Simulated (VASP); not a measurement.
# BaTiO3 (Barioperovskite) (Amm2) in VASP: a series of runs, part 2 of 3

VASP 6.6.1.

## Step 3: Single point, PBE

This run uses another cell than the first one, of 13.02 Å³/atom, 1.056 times its volume.

The input, INCAR:

```
ALGO = Normal
EDIFF = 1E-6
ENCUT = 520
GGA = PE
ISIF = 2
ISMEAR = -1
LASPH = T
LCHARG = F
LREAL = F
LWAVE = F
NBANDS = 28
NELM = 60
PREC = Accurate
SIGMA = 0.02
```

The input, KPOINTS:

```
k-points
0
Gamma
  6 6 6
```

The input, POSCAR:

```
BaTiO3
1.0
    3.9634143980      0.0000000000      0.0000000000
    0.0000000000      2.8577462615      2.8742108424
    0.0000000000     -2.8577462615      2.8742108424
Ba Ti O
1 1 3
Direct
    0.0000000000      0.0084123005      0.0084123005
    0.5000000000      0.5239607265      0.5239607265
    0.0000000000      0.4903884208      0.4903884208
    0.5000000000      0.4939726399      0.9801459124
    0.5000000000      0.9801459124      0.4939726399
```

Potentials or basis: VASP PAW PBE potentials, release 64 (Ba_sv, Ti_sv, O).

Run with:

```console
> cat potpaw_PBE.64/Ba_sv/POTCAR potpaw_PBE.64/Ti_sv/POTCAR potpaw_PBE.64/O/POTCAR > POTCAR
> mpirun -np 1 vasp_std > vasp.out
```

OUTCAR:

```text
EDIFF = 1E-6
   ENCUT = 520
   GGA = PE
   ISIF = 2
   ISMEAR = -1
   LASPH = T
   LREAL = F
   NELM = 60
   PREC = Accurate

 ion  position               nearest neighbor table
   1  0.000  0.008  0.008-   3 2.77   4 2.79   5 2.79   4 2.79   5 2.79   3 2.86   3 2.86   5 2.88
                             4 2.88   5 2.88   4 2.88   3 2.98   2 3.42   2 3.42   2 3.48   2 3.48
   2  0.500  0.524  0.524-   4 1.85   5 1.85   3 1.99   3 1.99   5 2.21   4 2.21   1 3.42   1 3.42
                             1 3.48   1 3.48   1 3.48   1 3.48   1 3.57   1 3.57
   3  0.000  0.490  0.490-   2 1.99   2 1.99   1 2.77   1 2.86   1 2.86   1 2.98
   4  0.500  0.494  0.980-   2 1.85   2 2.21   1 2.79   1 2.79   1 2.88   1 2.88
   5  0.500  0.980  0.494-   2 1.85   2 2.21   1 2.79   1 2.79   1 2.88   1 2.88

  LATTYP: Found a base centered orthorhombic cell.
 ALAT       =     5.7154925230
 B/A-ratio  =     1.0057613866
 C/A-ratio  =     0.6934510687

  Lattice vectors:

 A1 = (   0.0000000000,   2.8577462615,  -2.8742108424)
 A2 = (   0.0000000000,   2.8577462615,   2.8742108424)
 A3 = (   3.9634143980,   0.0000000000,   0.0000000000)

Analysis of symmetry for initial positions (statically):
=====================================================================
 Subroutine PRICEL returns:
 Original cell was already a primitive cell.

 Routine SETGRP: Setting up the symmetry group for a
 base centered orthorhombic supercell.

 Subroutine GETGRP returns: Found  4 space group operations
 (whereof  4 operations were pure point group operations)
 out of a pool of  8 trial point group operations.

The static configuration has the point symmetry C_2v.

Analysis of symmetry for dynamics (positions and initial velocities):
=====================================================================
 Subroutine PRICEL returns:
 Original cell was already a primitive cell.

 Routine SETGRP: Setting up the symmetry group for a
 base centered orthorhombic supercell.
[... 131 lines left out ...]
     AMIX_MAG =   1.60;   BMIX_MAG =  1.00
  volume/ion in A,a.u.               =      13.02        87.88
  Fermi-wavevector in a.u.,A,eV,Ry     =   1.391706  2.629943 26.352393  1.936846
  Thomas-Fermi vector in A             =   2.515519
   LORBIT       =      0    0 simple, 1 ext, 2 COOP (PROOUT), +10 PAW based schemes
   GGA     = PE    functional components
   LHFCALC =     F    Hartree Fock is set to
   AEXX    =    0.0000 exact exchange contribution
   IVDW    =     0    specifies the selected vdW correction
   LEPSILON=     F    determine dielectric tensor
   LRPA    =     F    only Hartree local field effects (RPA)
 non-spin polarized calculation
  energy-cutoff  :      520.00
  volume of cell :       65.11
 maximum number of plane-waves:      1781
 NGX is ok and might be reduce to    30
   NGX = 15   NGY = 15   NGZ = 15

 number of electron      39.9999992 magnetization

 Free energy of the ion-electron system (eV)
  ---------------------------------------------------
  ext. energy  EPLUGINS =         0.00000000
  ---------------------------------------------------
  free energy    TOTEN  =       -40.02012191 eV

  energy without entropy =      -40.02012191  energy(sigma->0) =      -40.02012191

 E-fermi :   4.1690     XC(G=0): -11.1577

 val. band max:        3.7144007177   @ k =   0.5000   0.5000   0.5000
 cond. band min:       5.9595770369   @ k =   0.0000   0.0000   0.0000
 fundamental gap:      2.2451763192
 Fermi energy:         4.1690167045

 k-point     1 :       0.0000    0.0000    0.0000
  band No.  band energies     occupation
      1     -52.6513      2.00000
      2     -28.9275      2.00000
      3     -28.9265      2.00000
      4     -28.8601      2.00000
      5     -21.1851      2.00000
      6     -13.1363      2.00000
[... 733 lines left out ...]
     27      11.8358      0.00000
     28      12.2138      0.00000

 [... further k-points ...]

------------------------ aborting loop because EDIFF is reached ----------------------------------------

  FORCE on cell =-STRESS in cart. coord.  units (eV):
  Direction    XX          YY          ZZ          XY          YZ          ZX
  --------------------------------------------------------------------------------------
  -------------------------------------------------------------------------------------
  Total        1.9554047      2.0425295      1.9680971      0.0000000      0.0000000      0.0000000
  in kB       48.1177671     50.2616978     48.4300973      0.0000000      0.0000000      0.0000000
  external PRESSURE =      48.9365207 kB  Pullay stress =       0.0000000 kB

 VOLUME and BASIS-vectors are now :
 -----------------------------------------------------------------------------
  energy-cutoff  :      520.00
  volume of cell :       65.11
      direct lattice vectors                 reciprocal lattice vectors
     3.963414398  0.000000000  0.000000000     0.252307707  0.000000000  0.000000000
     0.000000000  2.857746261  2.874210842     0.000000000  0.174963049  0.173960794
     0.000000000 -2.857746261  2.874210842     0.000000000 -0.174963049  0.173960794

 POSITION                                       TOTAL-FORCE (eV/Angst)
 -----------------------------------------------------------------------------------
      0.00000      0.00000      0.04836         0.000000      0.000000     -0.020568
      1.98171      0.00000      3.01195         0.000000      0.000000     -0.134355
      0.00000      0.00000      2.81896         0.000000      0.000000     -0.034063
      1.98171     -1.38936      4.23693         0.000000     -0.123090      0.094493
      1.98171      1.38936      4.23693         0.000000      0.123090      0.094493
 -----------------------------------------------------------------------------------
    total drift:                                0.000000      0.000001     -0.000585

  FREE ENERGIE OF THE ION-ELECTRON SYSTEM (eV)
  ---------------------------------------------------
  free  energy   TOTEN  =       -40.0201219121 eV

  energy  without entropy=      -40.0201219121  energy(sigma->0) =      -40.02012191
```

OSZICAR:

```text
N       E                     dE             d eps       ncg     rms          rms(c)
DAV:   1     0.442844981557E+03    0.44284E+03   -0.20911E+04  2912   0.155E+03
DAV:   2    -0.336319562864E+01   -0.44621E+03   -0.42505E+03  3360   0.433E+02
DAV:   3    -0.482505482312E+02   -0.44887E+02   -0.44516E+02  4000   0.136E+02
DAV:   4    -0.505487614253E+02   -0.22982E+01   -0.22937E+01  4420   0.259E+01
DAV:   5    -0.506171808993E+02   -0.68419E-01   -0.68409E-01  3864   0.353E+00    0.237E+01
DAV:   6    -0.402403970963E+02    0.10377E+02   -0.55959E+01  4372   0.682E+01    0.102E+01
DAV:   7    -0.401983813933E+02    0.42016E-01   -0.11318E+01  4004   0.251E+01    0.724E+00
DAV:   8    -0.400136157175E+02    0.18477E+00   -0.62189E-01  3576   0.732E+00    0.373E+00
DAV:   9    -0.400484561417E+02   -0.34840E-01   -0.37146E-01  4344   0.540E+00    0.162E+00
DAV:  10    -0.400237851086E+02    0.24671E-01   -0.15984E-01  3512   0.412E+00    0.552E-01
DAV:  11    -0.400203015579E+02    0.34836E-02   -0.13490E-02  3932   0.736E-01    0.149E-01
DAV:  12    -0.400201310151E+02    0.17054E-03   -0.11186E-03  3352   0.220E-01    0.428E-02
DAV:  13    -0.400201178850E+02    0.13130E-04   -0.13114E-04  3628   0.117E-01    0.178E-02
DAV:  14    -0.400201227987E+02   -0.49137E-05   -0.39347E-05  3860   0.427E-02    0.143E-02
DAV:  15    -0.400201232604E+02   -0.46173E-06   -0.22204E-05  4036   0.451E-02    0.105E-02
DAV:  16    -0.400201219209E+02    0.13395E-05   -0.51133E-06  2852   0.229E-02    0.124E-03
DAV:  17    -0.400201219121E+02    0.88121E-08   -0.33832E-07  1888   0.510E-03
   1 F= -.40020122E+02 E0= -.40020122E+02  d E =-.148699E-11
```

stdout:

```text
POSCAR found type information on POSCAR BaTiO
 POSCAR found :  3 types and       5 ions
 scaLAPACK will be used
 LDA part: xc-table for (Slater+PW92), standard interpolation
 POSCAR, INCAR and KPOINTS ok, starting setup
 FFT: planning ... GRIDC
 FFT: planning ... GRID_SOFT
 FFT: planning ... GRID
 WAVECAR not read
 entering main loop
```

Run time: 58 s. Hardware: 1 thread of AMD EPYC 9R45 (Zen 5), shared host; peak memory 0.21 GiB.

Results:

| Item | Value |
| --- | --- |
| Free energy | -40.0201 eV |
| Pressure | 4.9 GPa |
| Largest force | 0.155 eV/Å |
| Band gap on the k mesh | 2.25 eV, indirect (least direct gap 2.70 eV) |

Forces on the atoms (eV/Å):
```
Ba   0.000  0.000 -0.021
Ti   0.000  0.000 -0.134
O    0.000  0.000 -0.034
O    0.000 -0.123  0.094
O    0.000  0.123  0.094
```

Stress tensor (GPa, compression positive):
```
4.81 0.00 0.00
0.00 5.03 0.00
0.00 0.00 4.84
```

Levels at points of the mesh, in eV from the valence-band top:
| k point | band 17 | band 18 | band 19 | band 20 | band 21 | band 22 | band 23 | band 24 |
| --- | --- | --- | --- | --- | --- | --- | --- | --- |
| (0.00, 0.00, 0.00) | -1.13 | -0.58 | -0.54 | -0.46 | 2.25 | 2.48 | 2.55 | 4.38 |
| (0.50, 0.00, 0.00) | -1.68 | -1.54 | -1.23 | -1.09 | 2.65 | 3.67 | 3.87 | 4.36 |
| (0.00, 0.50, 0.00) | -1.85 | -1.69 | -0.98 | -0.80 | 2.47 | 3.73 | 3.75 | 4.37 |
| (0.50, 0.50, 0.00) | -1.70 | -0.96 | -0.93 | -0.08 | 3.78 | 3.80 | 4.13 | 4.81 |
| (0.00, 0.50, 0.50) | -1.62 | -0.94 | -0.86 | -0.29 | 3.73 | 3.78 | 4.04 | 5.13 |
| (0.50, 0.50, 0.50) | -2.40 | -0.21 | -0.02 | 0.00 | 4.25 | 4.29 | 4.42 | 6.40 |

Caveat: spin-orbit coupling is left out, which moves the levels of the heavy elements. As with any semilocal functional, this PBE gap is likely too small.

(Part 2 of 3 ends here.)
